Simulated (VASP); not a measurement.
# TiSi16 (a cell with a defect) in VASP: relaxation of the atoms with PBE

Aim: the relaxation of the atoms of TiSi16 (a cell with a defect) with PBE.

Everything below comes from runs of VASP 6.6.1. Logs are shortened: lines on timing, memory, paths and dates and some standing lists are left out, and cuts for length are marked.

## Step 1: The cell of the first run

The cell holds a defect, 17 atoms: a = 7.679 Å, b = 7.679 Å, c = 7.679 Å, α = 60.00°, β = 60.00°, γ = 60.00°.

## Step 2: Relaxation of the atoms, PBE

INCAR

```
SYSTEM = TiSi16
ALGO = Normal ; EDIFF = 1E-7
EDIFFG = -0.08 ; ENCUT = 450
GGA = PE ; GGA_COMPAT = .False.
IBRION = 2 ; ISIF = 2
ISMEAR = -1 ; LASPH = .True.
LCHARG = .False. ; LREAL = .False.
LWAVE = .False. ; NELM = 120
NELMIN = 4 ; NSW = 45
PREC = Accurate ; SIGMA = 0.02
```

KPOINTS

```
k-points
0
Gamma
  2 2 2
  0 0 0
```

POSCAR

```
TiSi16
1.0
    0.0000000000      5.4300000000      5.4300000000
    5.4300000000      0.0000000000      5.4300000000
    5.4300000000      5.4300000000      0.0000000000
Si Ti
16 1
Direct
    0.0000000000      0.0000000000      0.0000000000
    0.1250000000      0.1250000000      0.1250000000
    0.0000000000      0.0000000000      0.5000000000
    0.1250000000      0.1250000000      0.6250000000
    0.0000000000      0.5000000000      0.0000000000
    0.1250000000      0.6250000000      0.1250000000
    0.0000000000      0.5000000000      0.5000000000
    0.1250000000      0.6250000000      0.6250000000
    0.5000000000      0.0000000000      0.0000000000
    0.6250000000      0.1250000000      0.1250000000
    0.5000000000      0.0000000000      0.5000000000
    0.6250000000      0.1250000000      0.6250000000
    0.5000000000      0.5000000000      0.0000000000
    0.6250000000      0.6250000000      0.1250000000
    0.5000000000      0.5000000000      0.5000000000
    0.6250000000      0.6250000000      0.6250000000
    0.7559806000      0.7443696000      0.7435505000
```

Potentials or basis: VASP PAW PBE potentials, release 64 (Si, Ti_sv).

Command:

```console
$ cat potpaw_PBE.64/Si/POTCAR potpaw_PBE.64/Ti_sv/POTCAR > POTCAR
$ mpirun -np 1 vasp_std > vasp.out
```

OUTCAR:

```text
SYSTEM = TiSi16
   EDIFF = 1E-7
   EDIFFG = -0.08
   ENCUT = 450
   GGA = PE
   IBRION = 2
   ISIF = 2
   ISMEAR = -1
   LASPH = .True.
   LREAL = .False.
   NELM = 120
   NELMIN = 4
   NSW = 45
   PREC = Accurate

 ion  position               nearest neighbor table
   1  0.000  0.000  0.000-   2 2.35   4 2.35   6 2.35  10 2.35
   2  0.125  0.125  0.125-   1 2.35   3 2.35   5 2.35   9 2.35
   3  0.000  0.000  0.500-   2 2.35   4 2.35   8 2.35  12 2.35  17 2.71
   4  0.125  0.125  0.625-   1 2.35   3 2.35   7 2.35  11 2.35
   5  0.000  0.500  0.000-   2 2.35   6 2.35   8 2.35  14 2.35  17 2.72
   6  0.125  0.625  0.125-   1 2.35   5 2.35   7 2.35  13 2.35
   7  0.000  0.500  0.500-   4 2.35   6 2.35   8 2.35  16 2.35  17 2.65
   8  0.125  0.625  0.625-  17 2.31   5 2.35   7 2.35  15 2.35   3 2.35
   9  0.500  0.000  0.000-   2 2.35  10 2.35  12 2.35  14 2.35  17 2.78
  10  0.625  0.125  0.125-   1 2.35   9 2.35  11 2.35  13 2.35
  11  0.500  0.000  0.500-   4 2.35  10 2.35  12 2.35  16 2.35  17 2.71
  12  0.625  0.125  0.625-   3 2.35   9 2.35  11 2.35  15 2.35  17 2.39
  13  0.500  0.500  0.000-   6 2.35  10 2.35  14 2.35  16 2.35  17 2.72
  14  0.625  0.625  0.125-   5 2.35   9 2.35  13 2.35  15 2.35  17 2.39
  15  0.500  0.500  0.500-   8 2.35  12 2.35  14 2.35  16 2.35
  16  0.625  0.625  0.625-  17 2.31  11 2.35  13 2.35  15 2.35   7 2.35
  17  0.756  0.744  0.744-  16 2.31   8 2.31  12 2.39  14 2.39   7 2.65  11 2.71   3 2.71  13 2.72
                             5 2.72   9 2.78

  LATTYP: Found a face centered cubic cell.
 ALAT       =    10.8600000000

  Lattice vectors:

 A1 = (   0.0000000000,   5.4300000000,   5.4300000000)
 A2 = (   5.4300000000,   0.0000000000,   5.4300000000)
 A3 = (   5.4300000000,   5.4300000000,   0.0000000000)

Analysis of symmetry for initial positions (statically):
=====================================================================
 Subroutine PRICEL returns:
 Original cell was already a primitive cell.

 Routine SETGRP: Setting up the symmetry group for a
 face centered cubic supercell.

 Subroutine GETGRP returns: Found  1 space group operations
 (whereof  1 operations were pure point group operations)
 out of a pool of 48 trial point group operations.

The static configuration has the point symmetry C_1 .

Analysis of symmetry for dynamics (positions and initial velocities):
=====================================================================
 Subroutine PRICEL returns:
 Original cell was already a primitive cell.

 Routine SETGRP: Setting up the symmetry group for a
 face centered cubic supercell.

 Subroutine GETGRP returns: Found  1 space group operations
 (whereof  1 operations were pure point group operations)
 out of a pool of 48 trial point group operations.

The dynamic configuration has the point symmetry C_1 .

 Subroutine INISYM returns: Found  1 space group operations
 (whereof  1 operations are pure point group operations),
 and found     1 'primitive' translations

----------------------------------------------------------------------------------------

                                     Primitive cell

  volume of cell :     320.2060

  direct lattice vectors                    reciprocal lattice vectors
     0.000000000  5.430000000  5.430000000    -0.092081031  0.092081031  0.092081031
     5.430000000  0.000000000  5.430000000     0.092081031 -0.092081031  0.092081031
     5.430000000  5.430000000  0.000000000     0.092081031  0.092081031 -0.092081031

  length of vectors
     7.679179644  7.679179644  7.679179644     0.159489025  0.159489025  0.159489025

  position of ions in fractional coordinates (direct lattice)
     0.000000000  0.000000000  0.000000000
     0.125000000  0.125000000  0.125000000
     0.000000000  0.000000000  0.500000000
     0.125000000  0.125000000  0.625000000
     0.000000000  0.500000000  0.000000000
     0.125000000  0.625000000  0.125000000
[... 9 lines left out ...]
     0.625000000  0.625000000  0.625000000
     0.755980600  0.744369600  0.743550500

  ion indices of the primitive-cell ions
   primitive index   ion index
                 1           1
                 2           2
                 3           3
                 4           4
                 5           5
                 6           6
[... 9 lines left out ...]
                16          16
                17          17

----------------------------------------------------------------------------------------

 KPOINTS: k-points

Automatic generation of k-mesh.
 Grid dimensions read from file:
 generate k-points for:    2    2    2

 Generating k-lattice:

  Cartesian coordinates                     Fractional coordinates (reciprocal lattice)
    -0.046040516  0.046040516  0.046040516     0.500000000  0.000000000  0.000000000
     0.046040516 -0.046040516  0.046040516     0.000000000  0.500000000  0.000000000
     0.046040516  0.046040516 -0.046040516     0.000000000  0.000000000  0.500000000

  Length of vectors
     0.079744512  0.079744512  0.079744512

  Shift w.r.t. Gamma in fractional coordinates (k-lattice)
     0.000000000  0.000000000  0.000000000

 Subroutine IBZKPT returns following result:
 ===========================================

 Found      8 irreducible k-points:

 Following reciprocal coordinates:
            Coordinates               Weight
  0.000000  0.000000  0.000000      1.000000
  0.500000  0.000000  0.000000      1.000000
  0.000000  0.500000  0.000000      1.000000
  0.000000  0.000000  0.500000      1.000000
  0.500000  0.500000  0.500000      1.000000
  0.500000  0.500000  0.000000      1.000000
  0.000000  0.500000  0.500000      1.000000
  0.500000  0.000000  0.500000      1.000000
   k-points           NKPTS =      8   k-points in BZ     NKDIM =      8   number of bands    NBANDS=     47
   number of dos      NEDOS =    301   number of ions     NIONS =     17
   total plane-waves  NPLWV = 157464
   dimension x,y,z NGX =    54 NGY =   54 NGZ =   54
   dimension x,y,z NGXF=   108 NGYF=  108 NGZF=  108
   ions per type =              16   1
   NGX,Y,Z   is equivalent  to a cutoff of  11.69, 11.69, 11.69 a.u.
   NGXF,Y,Z  is equivalent  to a cutoff of  23.38, 23.38, 23.38 a.u.
 SYSTEM =  TiSi16
   PREC   = accura    normal or accurate (medium, high low for compatibility)
   ISTART =      0    job   : 0-new  1-cont  2-samecut
   ICHARG =      2    charge: 1-file 2-atom 10-const
   ISPIN  =      1    spin polarized calculation?
   LNONCOLLINEAR =      F non collinear calculations
   LSORBIT =      F    spin-orbit coupling
   LASPH  =      T    aspherical Exc in radial PAW
   ENCUT  =  450.0 eV  33.07 Ry    5.75 a.u.  13.28 13.28 13.28*2*pi/ulx,y,z
   NELM   =    120;   NELMIN=  4; NELMDL= -5     # of ELM steps
   EDIFF  = 0.1E-06   stopping-criterion for ELM
   LREAL  =      F    real-space projection
   EDIFFG = -.8E-01   stopping-criterion for IOM
   NSW    =     45    number of steps for IOM
   IBRION =      2    ionic relax: 0-MD 1-quasi-New 2-CG
   NFREE  =      1    steps in history (QN), initial steepest desc. (CG)
   ISIF   =      2    stress and relaxation
   ISYM   =      2    0-nonsym 1-usesym 2-fastsym
   POTIM  = 0.5000    time-step for ionic-motion
   TEBEG  =    0.0;   TEEND  =   0.0 temperature during run
   PSTRESS=    0.0 pullay stress
   NELECT =      76.0000    total number of electrons
   NUPDOWN=      -1.0000    fix difference up-down
   EMIN   =  10.00;   EMAX   =-10.00  energy-range for DOS
   EFERMI =   0.00;   METHOD = LEGACY
   ISMEAR =    -1;   SIGMA  =   0.02  broadening in eV -4-tet -1-fermi 0-gaus
   EFERMI_NEDOS =   21; number of points for ismear=-14 and -15
   IALGO  =     38    algorithm
   IMIX   =      4    mixing-type and parameters
     AMIX     =   0.40;   BMIX     =  1.00
     AMIX_MAG =   1.60;   BMIX_MAG =  1.00
  volume/ion in A,a.u.               =      18.84       127.11
  Fermi-wavevector in a.u.,A,eV,Ry     =   1.013607  1.915439 13.978610  1.027399
  Thomas-Fermi vector in A             =   2.146786
   LORBIT       =      0    0 simple, 1 ext, 2 COOP (PROOUT), +10 PAW based schemes
   GGA     = PE    functional components
   LHFCALC =     F    Hartree Fock is set to
   AEXX    =    0.0000 exact exchange contribution
   IVDW    =     0    specifies the selected vdW correction
   LEPSILON=     F    determine dielectric tensor
   LRPA    =     F    only Hartree local field effects (RPA)
 conjugate gradient relaxation of ions
 non-spin polarized calculation
  energy-cutoff  :      450.00
  volume of cell :      320.21
 maximum number of plane-waves:      6958
 NGX is ok and might be reduce to    54
   NGX = 27   NGY = 27   NGZ = 27

--------------------------------------- Ionic step        1  -------------------------------------------

 number of electron      76.0000005 magnetization

 Free energy of the ion-electron system (eV)
  ---------------------------------------------------
  ext. energy  EPLUGINS =         0.00000000
  ---------------------------------------------------
  free energy    TOTEN  =       -91.79536806 eV

  energy without entropy =      -91.75187972  energy(sigma->0) =      -91.77362389

------------------------ aborting loop because EDIFF is reached ----------------------------------------

  FORCE on cell =-STRESS in cart. coord.  units (eV):
  Direction    XX          YY          ZZ          XY          YZ          ZX
  --------------------------------------------------------------------------------------
  -------------------------------------------------------------------------------------
  Total        9.8714916      9.9214017      9.9214348     -0.0243639      0.8154807      0.0319249
  in kB       49.3928265     49.6425555     49.6427212     -0.1219068      4.0803255      0.1597387
  external PRESSURE =      49.5593677 kB  Pullay stress =       0.0000000 kB
[... 240 lines left out ...]
  energy  without entropy=      -92.1809031485  energy(sigma->0) =      -92.19246504

--------------------------------------- Ionic step        6  -------------------------------------------

 number of electron      75.9999998 magnetization

 Free energy of the ion-electron system (eV)
  ---------------------------------------------------
  ext. energy  EPLUGINS =         0.00000000
  ---------------------------------------------------
  free energy    TOTEN  =       -92.20557116 eV

  energy without entropy =      -92.18143137  energy(sigma->0) =      -92.19350127

 E-fermi :   6.9300     XC(G=0):  -9.7514

 val. band max:        6.8906761716   @ k =   0.0000   0.5000   0.5000
 cond. band min:       6.9550984698   @ k =   0.0000   0.5000   0.0000
 fundamental gap:      0.0644222982
 Fermi energy:         6.9299668743

 k-point     1 :       0.0000    0.0000    0.0000
  band No.  band energies     occupation
      1     -49.8785      2.00000
      2     -26.2564      2.00000
      3     -26.2532      2.00000
      4     -26.2483      2.00000
      5      -5.7210      2.00000
      6      -3.5132      2.00000
[... 433 lines left out ...]
  FREE ENERGIE OF THE ION-ELECTRON SYSTEM (eV)
  ---------------------------------------------------
  free  energy   TOTEN  =       -92.2055711621 eV

  energy  without entropy=      -92.1814313722  energy(sigma->0) =      -92.19350127

 reached required accuracy - stopping structural energy minimisation
```

It took 12 min on 1 thread of Intel Xeon 8259CL, shared host; peak memory 0.43 GiB.

Results:

- Free energy: -92.2056 eV
- Energy gained by relaxing: 24.1 meV/atom
- Ionic steps: 6
- Pressure after relaxing: 4.0 GPa
- Largest force after relaxing: 0.046 eV/Å
- Band gap on the k mesh: zero (bands 38 and 39 overlap by 0.42 eV)

Forces in eV/Å, atoms in the order of the input:
```
Si  -0.002  0.000  0.000
Si  -0.002 -0.005 -0.005
Si  -0.012  0.010  0.014
Si   0.007  0.001 -0.001
Si  -0.012  0.015  0.011
Si   0.007 -0.001  0.001
Si  -0.004  0.000  0.000
Si  -0.006 -0.005 -0.004
Si   0.021 -0.001  0.001
Si  -0.002  0.005  0.005
Si  -0.012 -0.014 -0.010
Si  -0.014  0.006 -0.006
Si  -0.012 -0.011 -0.015
Si  -0.015 -0.007  0.007
Si   0.017  0.001  0.000
Si  -0.006  0.004  0.004
Ti   0.046  0.002 -0.002
```

Step by step:
| step | energy change (eV) | largest force (eV/Å) | pressure (GPa) |
| --- | --- | --- | --- |
| 1 | 0.0000 | 2.1028 | 4.96 |
| 2 | -0.3958 | 0.4670 | 3.99 |
| 3 | -0.3979 | 0.3472 | 4.01 |
| 4 | -0.4077 | 0.2067 | 3.99 |
| 5 | -0.4087 | 0.1158 | 3.99 |
| 6 | -0.4102 | 0.0464 | 4.01 |

Final structure:
```
Si Ti
1.0
     0.00000    5.43000    5.43000
     5.43000    0.00000    5.43000
     5.43000    5.43000    0.00000
Si Ti
16 1
Direct
  0.99993 0.00006 0.00007
  0.12388 0.12342 0.12338
  0.00362 0.00277 0.49670
  0.12371 0.12316 0.62941
  0.00363 0.49673 0.00272
  0.12373 0.62940 0.12314
  0.00349 0.49651 0.49650
  0.13844 0.62050 0.62050
  0.49709 0.00293 0.00288
  0.62932 0.12342 0.12338
  0.49690 0.00277 0.49670
  0.62122 0.13652 0.62104
  0.49692 0.49672 0.00272
  0.62126 0.62109 0.13638
  0.50121 0.49886 0.49870
  0.62055 0.62050 0.62049
  0.75107 0.74900 0.74884
```

Caveat: the k points lie up to 0.50 Å⁻¹ apart; the relaxation stopped at a loose force limit of 0.08 eV/Å, so its end isn't a converged minimum.
